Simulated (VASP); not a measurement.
**Ir: single point with r2SCAN**

The system is Ir.

```
CELL_PARAMETERS angstrom
2.72877 0.00000 0.00000
-1.36439 2.36319 0.00000
0.00000 0.00000 4.42563
ATOMIC_POSITIONS crystal
Ir 0.66667 0.33333 0.75000
Ir 0.33333 0.66667 0.25000
```

This isn't the form of Ir at room conditions, which is fcc.

```json
{"Program": "VASP 6.6.1", "Task": "single point", "Functional": "r2SCAN", "Potentials or basis": "VASP PAW PBE potentials, release 64 (Ir_sv_GW)", "Cutoff": "620 eV", "k mesh": "11 × 11 × 6", "Occupations": "gaussian, width 0.1 eV", "Spin": "no spin polarisation"}
```

The pressure is -1.0 GPa and the band gap on the k mesh is zero (bands 17 and 18 overlap by 3.32 eV).

Stress tensor (GPa, compression positive):
```
-0.87  0.00  0.00
 0.00 -0.87  0.00
 0.00  0.00 -1.13
```

Levels at points of the mesh, in eV from the Fermi level:
| k point | band 15 | band 16 | band 17 | band 18 | band 19 | band 20 |
| --- | --- | --- | --- | --- | --- | --- |
| (0.00, 0.00, 0.00) | -3.27 | -2.45 | -2.45 | -0.75 | 0.29 | 0.29 |
| (0.00, 0.00, 0.50) | -4.06 | -4.06 | -0.48 | -0.48 | -0.48 | -0.48 |

Wall time 3.2 min on 1 thread of Intel(R) Xeon(R) Platinum 8259CL CPU @ 2.50GHz (Skylake/Cascade Lake) (shared host), peak memory 0.2 GiB.

Caveat: the PAW data sets were made with another functional, which shifts forces and pressure a little; spin-orbit coupling is left out, which moves the levels of the heavy elements.
